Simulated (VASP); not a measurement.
AlGa3N4: single point with PBEsol

AlGa3N4:

```
Al Ga N
1.0
     4.46763    0.00000    0.00000
     0.00000    4.46763    0.00000
     0.00000    0.00000    4.46763
Al Ga N
1 3 4
Cartesian
  0.0000 0.0000 0.0000
  2.2287 2.2338 0.0000
  2.2389 0.0000 2.2287
  0.0000 2.2338 2.2389
  3.3528 3.4140 1.1148
  3.3936 1.0944 3.3528
  1.0740 3.3324 3.3936
  1.1148 1.0944 1.0740
```

This cell differs from its parent crystal: atoms displaced along a vibrational mode.

- Program: VASP 6.6.1
- Task: single point
- Functional: PBEsol
- Potentials or basis: VASP PAW PBE potentials, release 64 (Al, Ga_d, N)
- Cutoff: 520 eV
- k mesh: 6 × 6 × 6
- Occupations: gaussian, width 0.05 eV
- Spin: no spin polarisation

* Pressure: 0.1 GPa
* Largest force: 0.973 eV/Å
* Band gap on the k mesh: 2.30 eV

Forces in eV/Å, atoms in the order of the input:
```
Al   0.000 -0.002  0.000
Ga   0.451  0.009 -0.001
Ga  -0.458  0.086  0.458
Ga   0.001  0.009 -0.451
N    0.423 -0.768 -0.423
N   -0.374 -0.022  0.364
N    0.321  0.711 -0.321
N   -0.364 -0.022  0.374
```

Stress tensor (GPa, compression positive):
```
 0.10 -0.01 -0.10
-0.01  0.08  0.01
-0.10  0.01  0.10
```

Levels at points of the mesh, in eV from the valence-band top:
```csv
k point,band 29,band 30,band 31,band 32,band 33,band 34
"(0.00, 0.00, 0.00)",-0.01,0.00,0.00,2.30,3.33,3.33
"(0.50, 0.00, 0.00)",-1.49,-1.20,-1.20,4.83,4.93,6.13
"(0.00, 0.50, 0.00)",-1.49,-1.20,-1.20,4.83,4.93,6.12
"(0.50, 0.50, 0.00)",-0.95,-0.92,-0.62,6.64,6.72,6.73
"(0.50, 0.00, 0.50)",-0.94,-0.91,-0.62,6.63,6.79,6.81
"(0.50, 0.50, 0.50)",-0.69,-0.67,-0.64,4.92,4.92,4.93
```

It took 3.3 min on 1 thread of Intel(R) Xeon(R) Platinum 8259CL CPU @ 2.50GHz (Skylake/Cascade Lake), on a shared host, peak memory 0.33 GiB.

Caveat: the cell differs from its parent crystal (atoms displaced along a vibrational mode); the PAW data sets were made with another functional, which shifts forces and pressure a little.
